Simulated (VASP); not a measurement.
The system is Ag.

```
Ag
1.0
     0.00000    2.04275    2.04275
     2.04275    0.00000    2.04275
     2.04275    2.04275    0.00000
Ag
1
Direct
  0.00000 0.00000 0.00000
```

```yaml
Program: VASP 6.6.1
Task: relaxation of cell and atoms
Functional: PBE
Dispersion: D4
Potentials_or_basis: VASP PAW PBE potentials, release 64 (Ag)
Cutoff: 600 eV
k_mesh: 8 × 8 × 8
Occupations: methfessel-paxton, width 0.2 eV
Spin: non-collinear spin, zero start, spin-orbit coupling
Starting_moments: "[[0.0, 0.0, 0.0]] μB"
Hubbard_terms: Ag d U = 7.5 eV
```

At the start: pressure -2.1 GPa; volume 17.05 Å³/atom.

Task: How do energy, volume and symmetry change on relaxing?

Result: Over 3 steps the energy falls by 3.0 meV/atom and the volume is 16.60 Å³/atom (-2.6 %); space group Fm-3m (No. 225, to 0.05 Å); moment 0.00 μB per cell.

The path:
```csv
step,energy change (eV),largest force (eV/Å),pressure (GPa),volume (Å³)
1,0.0000,0.0000,-2.09,17.05
2,-0.0028,0.0000,0.53,16.51
3,-0.0030,0.0000,0.02,16.60
```

Final structure:
```yaml
crystal:
  lattice:
    - [0.00000, 2.02482, 2.02482]
    - [2.02482, 0.00000, 2.02482]
    - [2.02482, 2.02482, 0.00000]
  atoms:
    - { symbol: Ag, position: [0.00000, 0.00000, 0.00000] }
```

Caveat: the U is typed as a test and isn't derived for this compound.
